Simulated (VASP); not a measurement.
Crystal: Sn.

```
Sn
1.0
     0.00000    3.23334    3.23334
     3.23334    0.00000    3.23334
     3.23334    3.23334    0.00000
Sn
2
Direct
  0.75428 0.73340 0.75895
  0.50248 0.50000 0.49880
```

| Property | Result |
| --- | --- |
| Program | VASP 6.6.1 |
| Task | relaxation of the atoms |
| Functional | BLYP |
| Potentials or basis | VASP PAW PBE potentials, release 64 (Sn_d) |
| Cutoff | 520 eV |
| k mesh | 6 × 6 × 6, shifted |
| Occupations | methfessel-paxton, width 0.01 eV |
| Spin | no spin polarisation |

At the start: pressure 6.6 GPa; volume 33.80 Å³/atom.

How do energy, volume and symmetry change on relaxing?

Over 8 steps the energy falls by 8.3 meV/atom at a fixed cell; space group R-3m (No. 166, to 0.1 Å) before, Fd-3m (No. 227, to 0.1 Å).

The path:
| step | energy change (eV) | largest force (eV/Å) | pressure (GPa) |
| --- | --- | --- | --- |
| 1 | 0.0000 | 0.5006 | 6.58 |
| 2 | -0.0153 | 0.1451 | 6.43 |
| 3 | -0.0164 | 0.0550 | 6.41 |
| 4 | -0.0165 | 0.0285 | 6.42 |
| 5 | -0.0165 | 0.0304 | 6.43 |
| 6 | -0.0165 | 0.0109 | 6.43 |
| 7 | -0.0165 | 0.0109 | 6.43 |
| 8 | -0.0166 | 0.0021 | 6.43 |

Final structure:
```yaml
crystal:
  lattice:
    - [0.00000, 3.23334, 3.23334]
    - [3.23334, 0.00000, 3.23334]
    - [3.23334, 3.23334, 0.00000]
  atoms:
    - { symbol: Sn, position: [0.75340, 0.74171, 0.75384] }
    - { symbol: Sn, position: [0.50336, 0.49169, 0.50391] }
```

Caveat: the PAW data sets were made with another functional, which shifts forces and pressure a little.
